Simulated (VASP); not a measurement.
# TaAlMo3 (P6/mmm) in VASP: single point with PBE

Aim: the single point of TaAlMo3 with PBE.

Everything below comes from runs of VASP 6.6.1. Logs are shortened: lines on timing, memory, paths and dates and some standing lists are left out, and cuts for length are marked.

## (1) The cell of the first run

It takes space group P6/mmm (No. 191, hexagonal). The conventional cell has a = 5.278 Å, b = 5.278 Å, c = 5.283 Å, α = 90.00°, β = 90.00°, γ = 120.00°. Within 3.5 Å of Ta (site symmetry 6/mmm) lie 6 Mo at 2.64 Å and 2 Al at 2.64 Å. Al (site symmetry 6/mmm) has 2 Ta at 2.64 Å within 3.5 Å. Mo (site symmetry mmm) has 4 Mo at 2.64 Å and 2 Ta at 2.64 Å within 3.5 Å.

## (2) Single point, PBE, collinear spin, ferromagnetic start

INCAR reads:

```
PREC = Accurate
ENCUT = 500
EDIFF = 1E-6
ISMEAR = 0
SIGMA = 0.1
LREAL = False
LASPH = True
NELM = 200
ALGO = Normal
ISIF = 2
LWAVE = False
LCHARG = False
ISPIN = 2
MAGMOM = 0 0 1 1 1
LORBIT = 11
LMAXMIX = 4
GGA = PE
NBANDS = 40
GGA_COMPAT = False
```

KPOINTS reads:

```
Automatic mesh
0
Gamma
  6 6 4
```

POSCAR reads:

```
TaAlMo3
1.0
    5.2779319557      0.0000000000      0.0000000000
   -2.6389659779      4.5708231531      0.0000000000
    0.0000000000      0.0000000000      5.2833025347
Ta Al Mo
1 1 3
Direct
    0.0000000000      0.0000000000      0.5000000000
    0.0000000000      0.0000000000      0.0000000000
    0.5000000000      0.0000000000      0.5000000000
    0.0000000000      0.5000000000      0.5000000000
    0.5000000000      0.5000000000      0.5000000000
```

Potentials or basis: VASP PAW PBE potentials, release 64 (Ta_pv, Al, Mo_sv).

On the command line:

```console
$ cat potpaw_PBE.64/Ta_pv/POTCAR potpaw_PBE.64/Al/POTCAR potpaw_PBE.64/Mo_sv/POTCAR > POTCAR
$ mpirun -np 1 vasp_std > vasp.out
```

OUTCAR:

```text
PREC = Accurate
   ENCUT = 500
   EDIFF = 1E-6
   ISMEAR = 0
   LREAL = False
   LASPH = True
   NELM = 200
   ISIF = 2
   ISPIN = 2
   LORBIT = 11
   GGA = PE

 ion  position               nearest neighbor table
   1  0.000  0.000  0.500-   5 2.64   5 2.64   3 2.64   3 2.64   4 2.64   4 2.64   2 2.64   2 2.64

   2  0.000  0.000  0.000-   1 2.64   1 2.64
   3  0.500  0.000  0.500-   4 2.64   4 2.64   1 2.64   1 2.64   5 2.64   5 2.64
   4  0.000  0.500  0.500-   3 2.64   3 2.64   5 2.64   5 2.64   1 2.64   1 2.64
   5  0.500  0.500  0.500-   1 2.64   1 2.64   4 2.64   4 2.64   3 2.64   3 2.64

  LATTYP: Found a hexagonal cell.
 ALAT       =     5.2779319557
 C/A-ratio  =     1.0010175537

  Lattice vectors:

 A1 = (   5.2779319557,   0.0000000000,   0.0000000000)
 A2 = (  -2.6389659779,   4.5708231531,   0.0000000000)
 A3 = (   0.0000000000,   0.0000000000,   5.2833025347)

Analysis of symmetry for initial positions (statically):
=====================================================================
 Subroutine PRICEL returns:
 Original cell was already a primitive cell.

 Routine SETGRP: Setting up the symmetry group for a
 hexagonal supercell.

 Subroutine GETGRP returns: Found 24 space group operations
 (whereof 24 operations were pure point group operations)
 out of a pool of 24 trial point group operations.

The static configuration has the point symmetry D_6h.

Analysis of symmetry for dynamics (positions and initial velocities):
=====================================================================
 Subroutine PRICEL returns:
 Original cell was already a primitive cell.

 Routine SETGRP: Setting up the symmetry group for a
 hexagonal supercell.

 Subroutine GETGRP returns: Found 24 space group operations
 (whereof 24 operations were pure point group operations)
 out of a pool of 24 trial point group operations.

The dynamic configuration has the point symmetry D_6h.

Analysis of structural, dynamic, and magnetic symmetry:
=====================================================================
 Subroutine PRICEL returns:
 Original cell was already a primitive cell.

 Routine SETGRP: Setting up the symmetry group for a
 hexagonal supercell.

 Subroutine GETGRP returns: Found 24 space group operations
 (whereof 24 operations were pure point group operations)
 out of a pool of 24 trial point group operations.

The overall configuration has the point symmetry D_6h.

 Subroutine INISYM returns: Found 24 space group operations
 (whereof 24 operations are pure point group operations),
 and found     1 'primitive' translations

----------------------------------------------------------------------------------------

                                     Primitive cell

  volume of cell :     127.4570

  direct lattice vectors                    reciprocal lattice vectors
     5.277931956  0.000000000  0.000000000     0.189468149  0.109389487  0.000000000
    -2.638965978  4.570823153  0.000000000     0.000000000  0.218778974  0.000000000
     0.000000000  0.000000000  5.283302535     0.000000000  0.000000000  0.189275551

  length of vectors
     5.277931956  5.277931956  5.283302535     0.218778974  0.218778974  0.189275551

  position of ions in fractional coordinates (direct lattice)
     0.000000000  0.000000000  0.500000000
     0.000000000  0.000000000  0.000000000
     0.500000000  0.000000000  0.500000000
     0.000000000  0.500000000  0.500000000
     0.500000000  0.500000000  0.500000000

  ion indices of the primitive-cell ions
   primitive index   ion index
                 1           1
                 2           2
                 3           3
                 4           4
                 5           5

----------------------------------------------------------------------------------------

 KPOINTS: Automatic mesh

Automatic generation of k-mesh.
 Grid dimensions read from file:
 generate k-points for:    6    6    4

 Generating k-lattice:

  Cartesian coordinates                     Fractional coordinates (reciprocal lattice)
     0.031578025  0.018231581  0.000000000     0.166666667 -0.000000000  0.000000000
     0.000000000  0.036463162  0.000000000     0.000000000  0.166666667  0.000000000
     0.000000000  0.000000000  0.047318888     0.000000000  0.000000000  0.250000000

  Length of vectors
     0.036463162  0.036463162  0.047318888

  Shift w.r.t. Gamma in fractional coordinates (k-lattice)
     0.000000000  0.000000000  0.000000000

 Subroutine IBZKPT returns following result:
 ===========================================

 Found     21 irreducible k-points:

 Following reciprocal coordinates:
            Coordinates               Weight
  0.000000  0.000000  0.000000      1.000000
  0.166667  0.000000  0.000000      6.000000
  0.333333  0.000000  0.000000      6.000000
  0.500000  0.000000  0.000000      3.000000
  0.166667  0.166667  0.000000      6.000000
  0.333333  0.166667  0.000000     12.000000
[... 13 lines left out ...]
  0.333333  0.166667  0.500000     12.000000
  0.333333  0.333333  0.500000      2.000000
   k-points           NKPTS =     21   k-points in BZ     NKDIM =     21   number of bands    NBANDS=     40
   number of dos      NEDOS =    301   number of ions     NIONS =      5
   total plane-waves  NPLWV =  64000
   dimension x,y,z NGX =    40 NGY =   40 NGZ =   40
   dimension x,y,z NGXF=    80 NGYF=   80 NGZF=   80
   ions per type =               1   1   3
   NGX,Y,Z   is equivalent  to a cutoff of  12.60, 12.60, 12.59 a.u.
   NGXF,Y,Z  is equivalent  to a cutoff of  25.20, 25.20, 25.17 a.u.
 SYSTEM =  unknown system
   PREC   = accura    normal or accurate (medium, high low for compatibility)
   ISTART =      0    job   : 0-new  1-cont  2-samecut
   ICHARG =      2    charge: 1-file 2-atom 10-const
   ISPIN  =      2    spin polarized calculation?
   LNONCOLLINEAR =      F non collinear calculations
   LSORBIT =      F    spin-orbit coupling
   LASPH  =      T    aspherical Exc in radial PAW
   ENCUT  =  500.0 eV  36.75 Ry    6.06 a.u.   9.62  9.62  9.63*2*pi/ulx,y,z
   NELM   =    200;   NELMIN=  2; NELMDL= -5     # of ELM steps
   EDIFF  = 0.1E-05   stopping-criterion for ELM
   LREAL  =      F    real-space projection
[... 7 lines left out ...]
   TEBEG  =    0.0;   TEEND  =   0.0 temperature during run
   PSTRESS=    0.0 pullay stress
   NELECT =      56.0000    total number of electrons
   NUPDOWN=      -1.0000    fix difference up-down
   EMIN   =  10.00;   EMAX   =-10.00  energy-range for DOS
   EFERMI =   0.00;   METHOD = LEGACY
   ISMEAR =     0;   SIGMA  =   0.10  broadening in eV -4-tet -1-fermi 0-gaus
   EFERMI_NEDOS =   21; number of points for ismear=-14 and -15
   IALGO  =     38    algorithm
   IMIX   =      4    mixing-type and parameters
     AMIX     =   0.40;   BMIX     =  1.00
     AMIX_MAG =   1.60;   BMIX_MAG =  1.00
  volume/ion in A,a.u.               =      25.49       172.02
  Fermi-wavevector in a.u.,A,eV,Ry     =   1.244561  2.351880 21.074509  1.548933
  Thomas-Fermi vector in A             =   2.378822
   LORBIT       =     11    0 simple, 1 ext, 2 COOP (PROOUT), +10 PAW based schemes
   GGA     = PE    functional components
   LHFCALC =     F    Hartree Fock is set to
   AEXX    =    0.0000 exact exchange contribution
   IVDW    =     0    specifies the selected vdW correction
   LEPSILON=     F    determine dielectric tensor
   LRPA    =     F    only Hartree local field effects (RPA)
 spin polarized calculation
 Gauss-broadening in eV      SIGMA  =   0.10
  energy-cutoff  :      500.00
  volume of cell :      127.46
 maximum number of plane-waves:      3261
 NGX is ok and might be reduce to    40
   NGX = 19   NGY = 19   NGZ = 19

 number of electron      56.0000000 magnetization      -0.0012113

 number of electron      56.0000000 magnetization       0.0000203

 Free energy of the ion-electron system (eV)
  ---------------------------------------------------
  ext. energy  EPLUGINS =         0.00000000
  ---------------------------------------------------
  free energy    TOTEN  =       -40.49360408 eV

  energy without entropy =      -40.46991611  energy(sigma->0) =      -40.48176010

 E-fermi :   4.9480     XC(G=0):  -9.8272

 val. band max:        4.9397925162   @ k =   0.5000   0.0000   0.2500
 cond. band min:       4.9763686423   @ k =   0.5000   0.0000   0.5000
 fundamental gap:      0.0365761261
 Fermi energy:         4.9480275864

 spin component 1

 k-point     1 :       0.0000    0.0000    0.0000
  band No.  band energies     occupation
      1     -56.0040      1.00000
      2     -55.7586      1.00000
      3     -55.7586      1.00000
      4     -30.8835      1.00000
      5     -30.7314      1.00000
      6     -30.7314      1.00000
[... 32 lines left out ...]
     39      10.2867      0.00000
     40      10.3913      0.00000

 k-point     2 :       0.1667    0.0000    0.0000
  band No.  band energies     occupation
      1     -55.9901      1.00000
      2     -55.7736      1.00000
      3     -55.7587      1.00000
      4     -30.8082      1.00000
      5     -30.6601      1.00000
      6     -30.6410      1.00000
[... 32 lines left out ...]
     39       9.2684      0.00000
     40      10.4909      0.00000

 k-point     3 :       0.3333    0.0000    0.0000
  band No.  band energies     occupation
      1     -55.9539      1.00000
      2     -55.8118      1.00000
      3     -55.7590      1.00000
      4     -30.6520      1.00000
      5     -30.4744      1.00000
      6     -30.3724      1.00000
[... 723 lines left out ...]
 k-point    20 :       0.3333    0.1667    0.5000
  band No.  band energies     occupation
      1     -55.9246      1.00000
      2     -55.8424      1.00000
      3     -55.7589      1.00000
      4     -30.5283      1.00000
      5     -30.3152      1.00000
      6     -30.1798      1.00000
[... 32 lines left out ...]
     39       8.8009      0.00000
     40       8.8662      0.00000

 k-point    21 :       0.3333    0.3333    0.5000
  band No.  band energies     occupation
      1     -55.8838      1.00000
      2     -55.8838      1.00000
      3     -55.7587      1.00000
      4     -30.3087      1.00000
      5     -30.3087      1.00000
      6     -30.1857      1.00000
[... 32 lines left out ...]
     39       8.3111      0.00000
     40       8.9693      0.00000
 Fermi energy:         4.9480275864

 spin component 2

 k-point     1 :       0.0000    0.0000    0.0000
  band No.  band energies     occupation
      1     -56.0040      1.00000
      2     -55.7586      1.00000
      3     -55.7586      1.00000
      4     -30.8835      1.00000
      5     -30.7314      1.00000
      6     -30.7314      1.00000
[... 32 lines left out ...]
     39      10.2867      0.00000
     40      10.3913      0.00000

 k-point     2 :       0.1667    0.0000    0.0000
  band No.  band energies     occupation
      1     -55.9900      1.00000
      2     -55.7736      1.00000
      3     -55.7587      1.00000
      4     -30.8082      1.00000
      5     -30.6601      1.00000
      6     -30.6410      1.00000
[... 32 lines left out ...]
     39       9.2684      0.00000
     40      10.4909      0.00000

 k-point     3 :       0.3333    0.0000    0.0000
  band No.  band energies     occupation
      1     -55.9539      1.00000
      2     -55.8118      1.00000
      3     -55.7590      1.00000
      4     -30.6520      1.00000
      5     -30.4744      1.00000
      6     -30.3724      1.00000
[... 724 lines left out ...]
  band No.  band energies     occupation
      1     -55.9246      1.00000
      2     -55.8423      1.00000
      3     -55.7589      1.00000
      4     -30.5283      1.00000
      5     -30.3152      1.00000
      6     -30.1798      1.00000
[... 32 lines left out ...]
     39       8.8009      0.00000
     40       8.8662      0.00000

 k-point    21 :       0.3333    0.3333    0.5000
  band No.  band energies     occupation
      1     -55.8838      1.00000
      2     -55.8838      1.00000
      3     -55.7587      1.00000
      4     -30.3087      1.00000
      5     -30.3087      1.00000
      6     -30.1857      1.00000
[... 32 lines left out ...]
     39       8.3111      0.00000
     40       8.9692      0.00000

------------------------ aborting loop because EDIFF is reached ----------------------------------------

  FORCE on cell =-STRESS in cart. coord.  units (eV):
  Direction    XX          YY          ZZ          XY          YZ          ZX
  --------------------------------------------------------------------------------------
  -------------------------------------------------------------------------------------
  Total        0.2445748      0.2445748     -0.0297572     -0.0000000      0.0000000     -0.0000000
  in kB        3.0743879      3.0743879     -0.3740583     -0.0000000      0.0000000     -0.0000000
  external PRESSURE =       1.9249059 kB  Pullay stress =       0.0000000 kB

 VOLUME and BASIS-vectors are now :
 -----------------------------------------------------------------------------
  energy-cutoff  :      500.00
  volume of cell :      127.46
      direct lattice vectors                 reciprocal lattice vectors
     5.277931956  0.000000000  0.000000000     0.189468149  0.109389487  0.000000000
    -2.638965978  4.570823153  0.000000000     0.000000000  0.218778974  0.000000000
     0.000000000  0.000000000  5.283302535     0.000000000  0.000000000  0.189275551

 POSITION                                       TOTAL-FORCE (eV/Angst)
 -----------------------------------------------------------------------------------
      0.00000      0.00000      2.64165        -0.000000      0.000000      0.000000
      0.00000      0.00000      0.00000        -0.000000      0.000000      0.000000
      2.63897      0.00000      2.64165        -0.000000      0.000000      0.000000
     -1.31948      2.28541      2.64165        -0.000000      0.000000      0.000000
      1.31948      2.28541      2.64165         0.000000      0.000000      0.000000
 -----------------------------------------------------------------------------------
    total drift:                               -0.000000      0.000000     -0.000000

  FREE ENERGIE OF THE ION-ELECTRON SYSTEM (eV)
  ---------------------------------------------------
  free  energy   TOTEN  =       -40.4936040835 eV

  energy  without entropy=      -40.4699161072  energy(sigma->0) =      -40.48176010

 total charge

# of ion       s       p       d       tot
------------------------------------------
    1        0.421   6.174   2.554   9.148
    2        0.489   0.251   0.000   0.740
    3        2.390   6.106   4.037  12.534
    4        2.390   6.106   4.037  12.534
    5        2.390   6.106   4.037  12.534
--------------------------------------------------
tot          8.081  24.744  14.666  47.491

 magnetization (x)

# of ion       s       p       d       tot
------------------------------------------
    1       -0.000  -0.000  -0.000  -0.000
    2        0.000  -0.000   0.000  -0.000
    3        0.000  -0.000   0.000   0.000
    4        0.000  -0.000   0.000   0.000
    5        0.000  -0.000   0.000   0.000
--------------------------------------------------
tot          0.000  -0.000   0.000   0.000
```

Wall time 5 min (1 thread of Intel Xeon 8259CL, shared host); peak memory 0.38 GiB.

What came out:

| Item | Value |
| --- | --- |
| Free energy | -40.4936 eV |
| Pressure | 0.2 GPa |
| Band gap on the k mesh | zero (filled and empty bands overlap) |
| Net moment | 0.00 μB per cell |
| Valence electrons inside the program's atomic spheres | Ta 9.15; Al 0.74; Mo 12.53 |

Caveat: spin-orbit coupling is left out, which moves the levels of the heavy elements.
